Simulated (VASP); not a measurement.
# SnO: single point with PBE+D3(BJ)

Crystal: SnO.

```
CELL_PARAMETERS angstrom
3.88967 0.00000 0.00000
0.00000 3.88967 0.00000
0.00000 0.00000 4.63428
ATOMIC_POSITIONS crystal
Sn 0.00000 0.50000 0.24324
Sn 0.50000 0.00000 0.75676
O 0.00000 0.00000 0.00000
O 0.50000 0.50000 0.00000
```

This cell differs from its parent crystal: ratio of the length along z to the lengths across it x 0.96, volume and fractional coordinates fixed.

| Quantity | Value |
| --- | --- |
| Program | VASP 6.6.1 |
| Task | single point |
| Functional | PBE |
| Dispersion | D3(BJ) |
| Potentials or basis | VASP PAW PBE potentials, release 64 (Sn_d, O_h) |
| Cutoff | 910 eV |
| k mesh | 14 × 14 × 12 |
| Occupations | gaussian, width 0.15 eV |
| Spin | no spin polarisation |

* Pressure: -0.5 GPa
* Largest force: 0.227 eV/Å
* Band gap on the k mesh: 0.22 eV (least direct gap 1.79 eV)
* Dispersion energy per atom: -0.235 eV

Forces in eV/Å, atoms in the order of the input:
```
Sn   0.000  0.000  0.227
Sn   0.000  0.000 -0.227
O    0.000  0.000  0.000
O    0.000  0.000  0.000
```

Stress tensor (GPa, compression positive):
```
-1.44  0.00  0.00
 0.00 -1.44  0.00
 0.00  0.00  1.40
```

Levels at points of the mesh, in eV from the valence-band top:
```csv
k point,band 16,band 17,band 18,band 19,band 20,band 21,band 22,band 23,band 24,band 25
"(0.00, 0.00, 0.00)",-5.94,-3.12,-2.98,-2.98,-0.04,2.23,4.65,4.65,4.98,6.18
"(0.50, 0.00, 0.00)",-4.57,-4.52,-4.52,-2.37,-2.37,3.54,3.54,5.88,5.88,6.22
"(0.50, 0.50, 0.00)",-4.61,-2.33,-2.33,-1.58,-1.58,0.22,0.22,4.92,4.92,7.88
"(0.00, 0.00, 0.50)",-3.23,-3.00,-3.00,-2.78,-1.64,1.61,2.91,2.91,3.45,8.41
"(0.50, 0.00, 0.50)",-5.15,-4.51,-4.51,-1.40,-1.40,2.95,2.95,5.31,5.31,6.84
"(0.50, 0.50, 0.50)",-5.21,-2.57,-2.57,-2.33,-2.33,2.65,2.65,4.56,4.56,5.64
```

Run time: 11 min on 1 thread of AMD EPYC 9R45 96-Core Processor (Zen 5), with other jobs on the host, peak memory 0.94 GiB.

Caveat: the cutoff is under 1.25 times the usual one of these potentials, so pressure, stress and relaxed cells hold a basis-set (Pulay) error; spin-orbit coupling is left out, which moves the levels of the heavy elements. A k mesh can miss the band edges.
